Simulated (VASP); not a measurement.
# Au (Fm-3m) in VASP: notebook

The runs below take Au through relaxation of cell and atoms, single point, with LDA, PBE.

Everything below comes from runs of VASP 6.6.1. Logs are shortened: lines on timing, memory, paths and dates and some standing lists are left out, and cuts for length are marked.

## Step 1: The cell of the first run

Symmetry: Fm-3m, No. 225, cubic system. The conventional cell has a = 4.080 Å, b = 4.080 Å, c = 4.080 Å, α = 90.00°, β = 90.00°, γ = 90.00°. Au (site symmetry m-3m) has 12 Au at 2.88 Å within 3.8 Å.

## Step 2: Relaxation of cell and atoms, LDA

The input, INCAR:

```
PREC = Accurate
ENCUT = 600
EDIFF = 1E-7
ISMEAR = 1
SIGMA = 0.1
LREAL = False
LASPH = True
NELM = 60
ALGO = Normal
ISIF = 3
LWAVE = False
LCHARG = False
IBRION = 2
NSW = 60
EDIFFG = -0.005
```

The input, KPOINTS:

```
regular mesh
0
Gamma
  23 23 23
```

The input, POSCAR:

```
Au
1.0
    0.0000000000      2.0400000000      2.0400000000
    2.0400000000      0.0000000000      2.0400000000
    2.0400000000      2.0400000000      0.0000000000
Au
1
Direct
    0.0000000000      0.0000000000      0.0000000000
```

Potentials or basis: VASP PAW LDA potentials, release 64 (Au).

On the command line:

```bash
> cat potpaw_LDA.64/Au/POTCAR > POTCAR
> mpirun -np 1 vasp_std > vasp.out
```

OUTCAR:

```text
PREC = Accurate
   ENCUT = 600
   EDIFF = 1E-7
   ISMEAR = 1
   LREAL = False
   LASPH = True
   NELM = 60
   ISIF = 3
   IBRION = 2
   NSW = 60
   EDIFFG = -0.005

 ion  position               nearest neighbor table
   1  0.000  0.000  0.000-

  LATTYP: Found a face centered cubic cell.
 ALAT       =     4.0800000000

  Lattice vectors:

 A1 = (   0.0000000000,   2.0400000000,   2.0400000000)
 A2 = (   2.0400000000,   0.0000000000,   2.0400000000)
 A3 = (   2.0400000000,   2.0400000000,   0.0000000000)

Analysis of symmetry for initial positions (statically):
=====================================================================
 Subroutine PRICEL returns:
 Original cell was already a primitive cell.

 Routine SETGRP: Setting up the symmetry group for a
 face centered cubic supercell.

 Subroutine GETGRP returns: Found 48 space group operations
 (whereof 48 operations were pure point group operations)
 out of a pool of 48 trial point group operations.

The static configuration has the point symmetry O_h .

Analysis of symmetry for dynamics (positions and initial velocities):
=====================================================================
 Subroutine PRICEL returns:
 Original cell was already a primitive cell.

 Routine SETGRP: Setting up the symmetry group for a
 face centered cubic supercell.

 Subroutine GETGRP returns: Found 48 space group operations
 (whereof 48 operations were pure point group operations)
 out of a pool of 48 trial point group operations.

The dynamic configuration has the point symmetry O_h .

 Subroutine INISYM returns: Found 48 space group operations
 (whereof 48 operations are pure point group operations),
 and found     1 'primitive' translations

----------------------------------------------------------------------------------------

                                     Primitive cell

  volume of cell :      16.9793

  direct lattice vectors                    reciprocal lattice vectors
     0.000000000  2.040000000  2.040000000    -0.245098039  0.245098039  0.245098039
     2.040000000  0.000000000  2.040000000     0.245098039 -0.245098039  0.245098039
     2.040000000  2.040000000  0.000000000     0.245098039  0.245098039 -0.245098039

  length of vectors
     2.884995667  2.884995667  2.884995667     0.424522257  0.424522257  0.424522257

  position of ions in fractional coordinates (direct lattice)
     0.000000000  0.000000000  0.000000000

  ion indices of the primitive-cell ions
   primitive index   ion index
                 1           1

----------------------------------------------------------------------------------------

 KPOINTS: regular mesh

Automatic generation of k-mesh.
 Grid dimensions read from file:
 generate k-points for:   23   23   23

 Generating k-lattice:

  Cartesian coordinates                     Fractional coordinates (reciprocal lattice)
    -0.010656436  0.010656436  0.010656436     0.043478261  0.000000000  0.000000000
     0.010656436 -0.010656436  0.010656436     0.000000000  0.043478261  0.000000000
     0.010656436  0.010656436 -0.010656436     0.000000000  0.000000000  0.043478261

  Length of vectors
     0.018457489  0.018457489  0.018457489

  Shift w.r.t. Gamma in fractional coordinates (k-lattice)
     0.000000000  0.000000000  0.000000000

 Subroutine IBZKPT returns following result:
 ===========================================

 Found    364 irreducible k-points:

 Following reciprocal coordinates:
            Coordinates               Weight
  0.000000  0.000000  0.000000      1.000000
  0.043478  0.000000  0.000000      8.000000
  0.086957  0.000000  0.000000      8.000000
  0.130435  0.000000  0.000000      8.000000
  0.173913  0.000000  0.000000      8.000000
  0.217391  0.000000  0.000000      8.000000
[... 16 lines left out ...]
  0.478261  0.043478  0.000000     24.000000
 -0.478261  0.043478  0.000000     24.000000
 [... further k-points ...]
   k-points           NKPTS =    364   k-points in BZ     NKDIM =    364   number of bands    NBANDS=      9
   number of dos      NEDOS =    301   number of ions     NIONS =      1
   total plane-waves  NPLWV =  13824
   dimension x,y,z NGX =    24 NGY =   24 NGZ =   24
   dimension x,y,z NGXF=    48 NGYF=   48 NGZF=   48
   ions per type =               1
   NGX,Y,Z   is equivalent  to a cutoff of  13.83, 13.83, 13.83 a.u.
   NGXF,Y,Z  is equivalent  to a cutoff of  27.66, 27.66, 27.66 a.u.
 SYSTEM =  unknown system
   PREC   = accura    normal or accurate (medium, high low for compatibility)
   ISTART =      0    job   : 0-new  1-cont  2-samecut
   ICHARG =      2    charge: 1-file 2-atom 10-const
   ISPIN  =      1    spin polarized calculation?
   LNONCOLLINEAR =      F non collinear calculations
   LSORBIT =      F    spin-orbit coupling
   LASPH  =      T    aspherical Exc in radial PAW
   ENCUT  =  600.0 eV  44.10 Ry    6.64 a.u.   5.76  5.76  5.76*2*pi/ulx,y,z
   NELM   =     60;   NELMIN=  2; NELMDL= -5     # of ELM steps
   EDIFF  = 0.1E-06   stopping-criterion for ELM
   LREAL  =      F    real-space projection
   EDIFFG = -.5E-02   stopping-criterion for IOM
   NSW    =     60    number of steps for IOM
   IBRION =      2    ionic relax: 0-MD 1-quasi-New 2-CG
   NFREE  =      1    steps in history (QN), initial steepest desc. (CG)
   ISIF   =      3    stress and relaxation
   ISYM   =      2    0-nonsym 1-usesym 2-fastsym
   POTIM  = 0.5000    time-step for ionic-motion
   TEBEG  =    0.0;   TEEND  =   0.0 temperature during run
   PSTRESS=    0.0 pullay stress
   NELECT =      11.0000    total number of electrons
   NUPDOWN=      -1.0000    fix difference up-down
   EMIN   =  10.00;   EMAX   =-10.00  energy-range for DOS
   EFERMI =   0.00;   METHOD = LEGACY
   ISMEAR =     1;   SIGMA  =   0.10  broadening in eV -4-tet -1-fermi 0-gaus
   EFERMI_NEDOS =   21; number of points for ismear=-14 and -15
   IALGO  =     38    algorithm
   IMIX   =      4    mixing-type and parameters
     AMIX     =   0.40;   BMIX     =  1.00
     AMIX_MAG =   1.60;   BMIX_MAG =  1.00
  volume/ion in A,a.u.               =      16.98       114.58
  Fermi-wavevector in a.u.,A,eV,Ry     =   1.416551  2.676893 27.301680  2.006617
  Thomas-Fermi vector in A             =   2.537874
   LORBIT       =      0    0 simple, 1 ext, 2 COOP (PROOUT), +10 PAW based schemes
   GGA     = CA    functional components
   LHFCALC =     F    Hartree Fock is set to
   AEXX    =    0.0000 exact exchange contribution
   IVDW    =     0    specifies the selected vdW correction
   LEPSILON=     F    determine dielectric tensor
   LRPA    =     F    only Hartree local field effects (RPA)
 conjugate gradient relaxation of ions
 non-spin polarized calculation
 Methfessel and Paxton  Order N= 1 SIGMA  =   0.10
  energy-cutoff  :      600.00
  volume of cell :       16.98
 maximum number of plane-waves:       584
   NGX = 11   NGY = 11   NGZ = 11

--------------------------------------- Ionic step        1  -------------------------------------------

 number of electron      11.0000000 magnetization

 Free energy of the ion-electron system (eV)
  ---------------------------------------------------
  ext. energy  EPLUGINS =         0.00000000
  ---------------------------------------------------
  free energy    TOTEN  =        -4.43896507 eV

  energy without entropy =       -4.43842606  energy(sigma->0) =       -4.43878540

------------------------ aborting loop because EDIFF is reached ----------------------------------------

  FORCE on cell =-STRESS in cart. coord.  units (eV):
  Direction    XX          YY          ZZ          XY          YZ          ZX
  --------------------------------------------------------------------------------------
  -------------------------------------------------------------------------------------
  Total       -0.4106867     -0.4106867     -0.4106867     -0.0000000      0.0000000     -0.0000000
  in kB      -38.7525913    -38.7525913    -38.7525913     -0.0000000      0.0000000     -0.0000000
  external PRESSURE =     -38.7525913 kB  Pullay stress =       0.0000000 kB
[... 20 lines left out ...]
  energy  without entropy=       -4.4384260574  energy(sigma->0) =       -4.43878540

--------------------------------------- Ionic step        2  -------------------------------------------

 number of electron      11.0000002 magnetization

 E-fermi :  10.4635     XC(G=0): -13.3553

 val. band max:       10.4279068291   @ k =   0.4783   0.3478   0.0435
 cond. band min:      10.4894161113   @ k =  -0.3478   0.1739   0.0000
 fundamental gap:      0.0615092822
 Fermi energy:        10.4634876369

 k-point     1 :       0.0000    0.0000    0.0000
  band No.  band energies     occupation
      1      -0.2063      2.00000
      2       5.3267      2.00000
      3       5.3267      2.00000
      4       5.3267      2.00000
      5       7.0459      2.00000
      6       7.0459      2.00000
      7      24.7769      0.00000
      8      29.1015      0.00000
      9      29.1015      0.00000
[... 343 lines left out ...]
  energy  without entropy=       -4.4429787686  energy(sigma->0) =       -4.44327983

--------------------------------------- Ionic step        4  -------------------------------------------

 number of electron      10.9999999 magnetization

 Free energy of the ion-electron system (eV)
  ---------------------------------------------------
  ext. energy  EPLUGINS =         0.00000000
  ---------------------------------------------------
  free energy    TOTEN  =        -4.44343062 eV

  energy without entropy =       -4.44298178  energy(sigma->0) =       -4.44328101

 E-fermi :   9.7643     XC(G=0): -13.1307

 val. band max:        9.7532680881   @ k =   0.4783   0.3913   0.0435
 cond. band min:       9.7685597209   @ k =  -0.3478   0.1739   0.0000
 fundamental gap:      0.0152916328
 Fermi energy:         9.7643415231

 k-point     1 :       0.0000    0.0000    0.0000
  band No.  band energies     occupation
      1      -0.4660      2.00000
      2       4.8665      2.00000
      3       4.8665      2.00000
      4       4.8665      2.00000
      5       6.4746      2.00000
      6       6.4746      2.00000
      7      24.1680      0.00000
      8      28.2684      0.00000
      9      28.2684      0.00000
[... 304 lines left out ...]
  FREE ENERGIE OF THE ION-ELECTRON SYSTEM (eV)
  ---------------------------------------------------
  free  energy   TOTEN  =        -4.4434306179 eV

  energy  without entropy=       -4.4429817843  energy(sigma->0) =       -4.44328101

 reached required accuracy - stopping structural energy minimisation
```

It took 2.6 min on 1 thread of Intel Xeon 8259CL, shared host; peak memory 0.21 GiB.

What came out:

| Property | Result |
| --- | --- |
| Free energy | -4.4434 eV |
| Relaxed volume | 16.62 Å³/atom |
| Relaxed cell | a = 2.864 Å, b = 2.864 Å, c = 2.864 Å, α = 60.00°, β = 60.00°, γ = 60.00° |
| Space group after relaxing (to 0.1 Å) | Fm-3m (No. 225) |
| Energy gained by relaxing | 4.5 meV/atom |
| Ionic steps | 4 |
| Pressure after relaxing | 0.0 GPa |
| Band gap on the k mesh | zero (an odd number of electrons rules out a gap without spin polarisation) |

Step by step:
```csv
step,energy change (eV),largest force (eV/Å),pressure (GPa),volume (Å³)
1,0.0000,0.0000,-3.88,16.98
2,0.0111,0.0000,8.28,15.99
3,-0.0045,0.0000,-0.05,16.62
4,-0.0045,0.0000,0.03,16.62
```

Final structure:
```
CELL_PARAMETERS angstrom
0.00000 2.02533 2.02533
2.02533 0.00000 2.02533
2.02533 2.02533 0.00000
ATOMIC_POSITIONS crystal
Au 0.00000 0.00000 0.00000
```

Levels at points of the mesh, in eV from the Fermi level:
| k point | band 4 | band 5 | band 6 | band 7 | band 8 | band 9 |
| --- | --- | --- | --- | --- | --- | --- |
| (0.00, 0.00, 0.00) | -4.90 | -3.29 | -3.29 | 14.40 | 18.50 | 18.50 |

Caveat: spin-orbit coupling is left out, which moves the levels of the heavy elements.

## Step 3: Relaxation of cell and atoms, PBE

The input, INCAR:

```
PREC = Accurate
ENCUT = 600
EDIFF = 1E-6
ISMEAR = 1
SIGMA = 0.1
LREAL = F
LASPH = T
NELM = 80
ALGO = Normal
ISIF = 3
LWAVE = F
LCHARG = F
GGA = PE
IBRION = 2
NSW = 60
EDIFFG = -0.005
```

KPOINTS is that of step 2.

POSCAR is that of step 2.

Potentials or basis: VASP PAW PBE potentials, release 64 (Au).

On the command line:

```bash
> cat potpaw_PBE.64/Au/POTCAR > POTCAR
> mpirun -np 1 vasp_std > vasp.out
```

Wall time 2.8 min (1 thread of Intel Xeon 8259CL, shared host); peak memory 0.21 GiB.

Results (log left out):

```
Free energy                           : -3.2180 eV
Relaxed volume                        : 17.94 Å³/atom
Relaxed cell                          : a = 2.938 Å, b = 2.938 Å, c = 2.938 Å, α = 60.00°, β = 60.00°, γ = 60.00°
Space group after relaxing (to 0.1 Å) : Fm-3m (No. 225)
Energy gained by relaxing             : 25.5 meV/atom
Ionic steps                           : 4
Pressure after relaxing               : 0.0 GPa
Band gap on the k mesh                : zero (an odd number of electrons rules out a gap without spin polarisation)
```

Step by step:
| step | energy change (eV) | largest force (eV/Å) | pressure (GPa) | volume (Å³) |
| --- | --- | --- | --- | --- |
| 1 | 0.0000 | 0.0000 | 9.08 | 16.98 |
| 2 | 0.0204 | 0.0000 | -8.78 | 19.46 |
| 3 | -0.0255 | 0.0000 | -0.17 | 17.96 |
| 4 | -0.0255 | 0.0000 | -0.02 | 17.94 |

Final structure:
```cif
data_structure
_symmetry_space_group_name_H-M 'P 1'
_symmetry_Int_Tables_number 1
_cell_length_a 2.9385
_cell_length_b 2.9385
_cell_length_c 2.9385
_cell_angle_alpha 60.000
_cell_angle_beta 60.000
_cell_angle_gamma 60.000
_cell_volume 17.94
loop_
_atom_site_label
_atom_site_type_symbol
_atom_site_fract_x
_atom_site_fract_y
_atom_site_fract_z
_atom_site_occupancy
Au1 Au 0.00000 0.00000 0.00000 1
```

Levels at points of the mesh, in eV from the Fermi level:
```
           k point  band 3  band 4  band 5  band 6  band 7  band 8  band 9
(0.00, 0.00, 0.00)   -4.45   -4.45   -3.07   -3.07   14.56   18.26   18.26
```

Caveat: spin-orbit coupling is left out, which moves the levels of the heavy elements.

## Step 4: Single point, LDA

This run uses another cell than the first one, of 16.57 Å³/atom.

The input, INCAR:

```
PREC = Accurate
ENCUT = 520
EDIFF = 1E-7
ISMEAR = 1
SIGMA = 0.1
LREAL = False
LASPH = True
NELM = 80
ALGO = Normal
ISIF = 2
LWAVE = False
LCHARG = False
GGA = CA
NBANDS = 12
```

The input, KPOINTS:

```
regular mesh
0
Gamma
  34 34 34
```

The input, POSCAR:

```
Au
1.0
    0.0000000000      2.0233907370      2.0233907370
    2.0233907370      0.0000000000      2.0233907370
    2.0233907370      2.0233907370      0.0000000000
Au
1
Direct
    0.0000000000      0.0000000000      0.0000000000
```

Potentials or basis: VASP PAW LDA potentials, release 64 (Au).

On the command line:

```bash
> cat potpaw_LDA.64/Au/POTCAR > POTCAR
> mpirun -np 1 vasp_std > vasp.out
```

It took 2.5 min on 1 thread of Intel Xeon 8259CL, shared host; peak memory 0.31 GiB.

It converged, with:

| Property | Result |
| --- | --- |
| Free energy | -4.4456 eV |
| Pressure | 0.6 GPa |
| Band gap on the k mesh | zero (an odd number of electrons rules out a gap without spin polarisation) |

Levels at points of the mesh, in eV from the Fermi level:
```csv
k point,band 3,band 4,band 5,band 6,band 7,band 8,band 9,band 10
"(0.00, 0.00, 0.00)",-4.88,-4.88,-3.27,-3.27,14.43,18.54,18.54,18.54
"(0.50, 0.00, 0.00)",-4.92,-2.00,-2.00,-1.16,3.19,13.89,17.21,17.21
"(0.50, 0.50, 0.00)",-2.04,-1.66,-1.66,0.86,5.96,9.98,9.98,17.54
```

Caveat: spin-orbit coupling is left out, which moves the levels of the heavy elements.

## Step 5: The runs side by side

```tsv
task	level	potentials or basis	cell	k mesh	cutoff (eV)	gap on the mesh (eV)	pressure (GPa)	relaxed volume (Å³/atom)
relaxation of cell and atoms	LDA	VASP PAW LDA potentials, release 64 (Au)	relaxed from a = 2.885 Å, angles 60.0°, 1 atom	23 × 23 × 23	600	none	0.0	16.62
relaxation of cell and atoms	PBE	VASP PAW PBE potentials, release 64 (Au)	relaxed from a = 2.885 Å, angles 60.0°, 1 atom	23 × 23 × 23	600	none	0.0	17.94
single point	LDA	VASP PAW LDA potentials, release 64 (Au)	a = 2.862 Å, angles 60.0°, 1 atom	34 × 34 × 34	520	none	0.6	-
```

Alike in all rows: no spin polarisation; smearing methfessel-paxton 0.1 eV.

Caveats: spin-orbit coupling is left out, which moves the levels of the heavy elements.

Total energies depend on the potentials used, so only differences within one code and one set of settings carry meaning.
